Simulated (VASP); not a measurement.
# CsPbBr3 (Pm-3m) in VASP: a series of runs, part 2 of 2

VASP 6.6.1.

### Step 5. Single point, r2SCAN

This run uses another cell than the first one, of 40.45 Å³/atom, 1.056 times its volume.

Input file POSCAR:

```
CsPbBr3
1.0
    5.8700000000      0.0000000000      0.0000000000
    0.0000000000      5.8700000000      0.0000000000
    0.0000000000      0.0000000000      5.8700000000
Pb Cs Br
1 1 3
Direct
    0.5000000000      0.5000000000      0.5000000000
    0.0000000000      0.0000000000      0.0000000000
    0.5000000000      0.5000000000      0.0000000000
    0.5000000000      0.0000000000      0.5000000000
    0.0000000000      0.5000000000      0.5000000000
```

Input file INCAR.step1:

```
SYSTEM = CsPbBr3
  ALGO = Normal
  EDIFF = 1E-4
  ENCUT = 520
  GGA = PE
  ISMEAR = -1
  LASPH = .True.
  LCHARG = .False.
  LREAL = .False.
  LWAVE = .True.
  NBANDS = 30
  NELM = 100
  PREC = Accurate
  SIGMA = 0.05
```

Input file INCAR.step2:

```
SYSTEM = CsPbBr3
  ALGO = Normal
  EDIFF = 1E-6
  ENCUT = 520
  ISIF = 2
  ISMEAR = -1
  ISTART = 1
  LASPH = .True.
  LCHARG = .True.
  LELF = .True.
  LMIXTAU = .True.
  LREAL = .False.
  LVHAR = .True.
  LWAVE = .False.
  METAGGA = R2SCAN
  NBANDS = 30
  NELM = 100
  PREC = Accurate
  SIGMA = 0.05
```

Input file KPOINTS:

```
k-points
0
Gamma
  5 5 5
  0 0 0
```

Potentials or basis: VASP PAW PBE potentials, release 64 (Pb_d, Cs_sv, Br).

Launch:

```console
$ cat potpaw_PBE.64/Pb_d/POTCAR potpaw_PBE.64/Cs_sv/POTCAR potpaw_PBE.64/Br/POTCAR > POTCAR
$ cp INCAR.step1 INCAR
$ mpirun -np 1 vasp_std > vasp.out
$ cp INCAR.step2 INCAR
$ mpirun -np 1 vasp_std > vasp.out
```

OUTCAR:

```text
SYSTEM = CsPbBr3
   EDIFF = 1E-6
   ENCUT = 520
   ISIF = 2
   ISMEAR = -1
   ISTART = 1
   LASPH = .True.
   LREAL = .False.
   METAGGA = R2SCAN
   NELM = 100
   PREC = Accurate

 ion  position               nearest neighbor table
   1  0.500  0.500  0.500-   3 2.94   4 2.94   5 2.94   3 2.94   4 2.94   5 2.94
   2  0.000  0.000  0.000-
   3  0.500  0.500  0.000-   1 2.94   1 2.94
   4  0.500  0.000  0.500-   1 2.94   1 2.94
   5  0.000  0.500  0.500-   1 2.94   1 2.94

  LATTYP: Found a simple cubic cell.
 ALAT       =     5.8700000000

  Lattice vectors:

 A1 = (   5.8700000000,   0.0000000000,   0.0000000000)
 A2 = (   0.0000000000,   5.8700000000,   0.0000000000)
 A3 = (   0.0000000000,   0.0000000000,   5.8700000000)

Analysis of symmetry for initial positions (statically):
=====================================================================
 Subroutine PRICEL returns:
 Original cell was already a primitive cell.

 Routine SETGRP: Setting up the symmetry group for a
 simple cubic supercell.

[... 156 lines left out ...]

 E-fermi :   1.5899     XC(G=0):  -8.0424

 val. band max:        0.4699475051   @ k =   0.4000   0.4000   0.4000
 cond. band min:       3.4597749770   @ k =   0.4000   0.4000   0.4000
 fundamental gap:      2.9898274720
 Fermi energy:         1.5898764765

 k-point     1 :       0.0000    0.0000    0.0000
  band No.  band energies     occupation
      1     -21.0511      2.00000
      2     -16.3918      2.00000
      3     -16.3918      2.00000
      4     -16.2106      2.00000
      5     -16.2106      2.00000
      6     -16.2106      2.00000
[... 319 lines left out ...]
     29       6.8715      0.00000
     30       7.8293      0.00000

------------------------ aborting loop because EDIFF is reached ----------------------------------------

  FORCE on cell =-STRESS in cart. coord.  units (eV):
  Direction    XX          YY          ZZ          XY          YZ          ZX
  --------------------------------------------------------------------------------------
  -------------------------------------------------------------------------------------
  Total        0.9377173      0.9377173      0.9377173     -0.0000000     -0.0000000      0.0000000
  in kB        7.4279368      7.4279368      7.4279368     -0.0000000     -0.0000000      0.0000000
  external PRESSURE =       7.4279368 kB  Pullay stress =       0.0000000 kB

 VOLUME and BASIS-vectors are now :
 -----------------------------------------------------------------------------
  energy-cutoff  :      520.00
  volume of cell :      202.26
      direct lattice vectors                 reciprocal lattice vectors
     5.870000000  0.000000000  0.000000000     0.170357751  0.000000000  0.000000000
     0.000000000  5.870000000  0.000000000     0.000000000  0.170357751  0.000000000
     0.000000000  0.000000000  5.870000000     0.000000000  0.000000000  0.170357751

 POSITION                                       TOTAL-FORCE (eV/Angst)
 -----------------------------------------------------------------------------------
      2.93500      2.93500      2.93500         0.000000      0.000000      0.000000
      0.00000      0.00000      0.00000         0.000000      0.000000      0.000000
      2.93500      2.93500      0.00000         0.000000      0.000000      0.000000
      2.93500      0.00000      2.93500         0.000000      0.000000      0.000000
      0.00000      2.93500      2.93500         0.000000      0.000000      0.000000
 -----------------------------------------------------------------------------------
    total drift:                                0.000000     -0.000000     -0.000000

  FREE ENERGIE OF THE ION-ELECTRON SYSTEM (eV)
  ---------------------------------------------------
  free  energy   TOTEN  =      -128.4728945590 eV

  energy  without entropy=     -128.4728945589  energy(sigma->0) =     -128.47289456
```

Run time: 1.8 min. Hardware: 1 thread of Intel Xeon 6975P-C (Granite Rapids), shared host; peak memory 0.39 GiB.

Results:

| Quantity | Value |
| --- | --- |
| Free energy | -128.4729 eV |
| Pressure | 0.7 GPa |
| Band gap on the k mesh | 2.99 eV, direct |

Caveat: the PAW data sets were made with another functional, which shifts forces and pressure a little; spin-orbit coupling is left out, which moves the levels of the heavy elements. r2SCAN opens gaps a little over a GGA but as a rule still falls short of measured ones.

### Step 6. Single point, r2SCAN

This run uses another cell than the first one, of 41.76 Å³/atom, 1.090 times its volume.

POSCAR: that of step 5 with these lines changed.

```diff
@@ -2,5 +2,5 @@
 1.0
-    5.8700000000      0.0000000000      0.0000000000
-    0.0000000000      5.8700000000      0.0000000000
-    0.0000000000      0.0000000000      5.8700000000
+    5.9324688452      0.0000000000      0.0000000000
+    0.0000000000      5.9324688452      0.0000000000
+    0.0000000000      0.0000000000      5.9324688452
 Pb Cs Br
```

Input file INCAR.step1:

```
SYSTEM = CsPbBr3
PREC = Accurate
ENCUT = 520
ISMEAR = -1
SIGMA = 0.05
LREAL = .False.
LASPH = .True.
NELM = 60
NBANDS = 30
GGA = PE
ALGO = Normal
EDIFF = 1E-4
LWAVE = .True.
LCHARG = .False.
```

Input file INCAR.step2:

```
SYSTEM = CsPbBr3
PREC = Accurate
ENCUT = 520
EDIFF = 1E-6
ISMEAR = -1
SIGMA = 0.05
LREAL = .False.
LASPH = .True.
NELM = 60
ALGO = Normal
ISIF = 2
LWAVE = .False.
LCHARG = .False.
METAGGA = R2SCAN
LMIXTAU = .True.
NBANDS = 30
ISTART = 1
```

Input file KPOINTS:

```
Automatic mesh
0
Gamma
  5 5 5
  0 0 0
```

Potentials or basis: VASP PAW PBE potentials, release 64 (Pb_d, Cs_sv, Br).

Launch:

```console
$ cat potpaw_PBE.64/Pb_d/POTCAR potpaw_PBE.64/Cs_sv/POTCAR potpaw_PBE.64/Br/POTCAR > POTCAR
$ cp INCAR.step1 INCAR
$ mpirun -np 1 vasp_std > vasp.out
$ cp INCAR.step2 INCAR
$ mpirun -np 1 vasp_std > vasp.out
```

It took 1.8 min on 1 thread of Intel Xeon 6975P-C (Granite Rapids), shared host; peak memory 0.39 GiB.

Results (log left out):

```yaml
Free_energy: -128.4887 eV
Pressure: 0.0 GPa
Band_gap_on_the_k_mesh: 3.05 eV, direct
```

Levels at points of the mesh, in eV from the valence-band top:
```csv
k point,band 20,band 21,band 22,band 23,band 24,band 25
"(0.00, 0.00, 0.00)",-1.44,-1.44,-1.44,4.20,5.23,5.23
```

Caveat: the PAW data sets were made with another functional, which shifts forces and pressure a little; spin-orbit coupling is left out, which moves the levels of the heavy elements. r2SCAN opens gaps a little over a GGA but as a rule still falls short of measured ones.

### Step 7. Summary

| level | potentials or basis | cell | gap on the mesh (eV) | pressure (GPa) |
| --- | --- | --- | --- | --- |
| LDA | VASP PAW LDA potentials, release 64 (Pb_d, Cs_sv, Br) | a = 5.764 Å, 5 atoms | 2.44 | 0.0 |
| PBEsol | VASP PAW PBE potentials, release 64 (Pb_d, Cs_sv, Br) | a = 5.870 Å, 5 atoms | 2.58 | 0.0 |
| PBE | VASP PAW PBE potentials, release 64 (Pb_d, Cs_sv, Br) | a = 5.999 Å, 5 atoms | 2.74 | 0.0 |
| r2SCAN | VASP PAW PBE potentials, release 64 (Pb_d, Cs_sv, Br) | a = 5.870 Å, 5 atoms | 2.99 | 0.7 |
| r2SCAN | VASP PAW PBE potentials, release 64 (Pb_d, Cs_sv, Br) | a = 5.932 Å, 5 atoms | 3.05 | 0.0 |

Alike in all rows: task single point; no spin polarisation; k mesh 5 × 5 × 5; cutoff (eV) 520; smearing fermi-dirac 0.05 eV.

Caveats: spin-orbit coupling is left out, which moves the levels of the heavy elements; the PAW data sets were made with another functional, which shifts forces and pressure a little (some runs).

Total energies depend on the potentials used, so only differences within one code and one set of settings carry meaning.
